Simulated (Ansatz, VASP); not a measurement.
One calculation of HfN, two programs

```
Hf N
1.0
     0.00000    2.25077    2.25077
     2.25077    0.00000    2.25077
     2.25077    2.25077    0.00000
Hf N
1 1
Cartesian
  0.0000 0.0000 0.0000
  2.2508 2.2508 2.2508
```

Alike in both runs: task single point; functional PBEsol; k mesh 16 × 16 × 16; occupations gaussian, width 0.1 eV; no spin polarisation.

|  | VASP | Ansatz |
| --- | --- | --- |
| version | VASP 6.6.1 | Ansatz 0.2.0 |
| potentials or method | VASP PAW PBE potentials, release 64 (Hf_pv, N), cutoff 600 eV | scalar-relativistic, all-electron LAPW |

VASP gave:

- gap on the k mesh at the Fermi level (eV): none
- pressure (GPa): -2.3

Question: Estimate Ansatz's values.

Answer: gap on the k mesh at the Fermi level (eV): none; pressure (GPa): 0.1.

VASP's potentials were made for PBE, not for PBEsol. A gap of «none» marks a metal or a gap that the smearing closes. Ansatz ran all-electron here, and VASP with PAW potentials.

Spin-orbit coupling is off throughout.
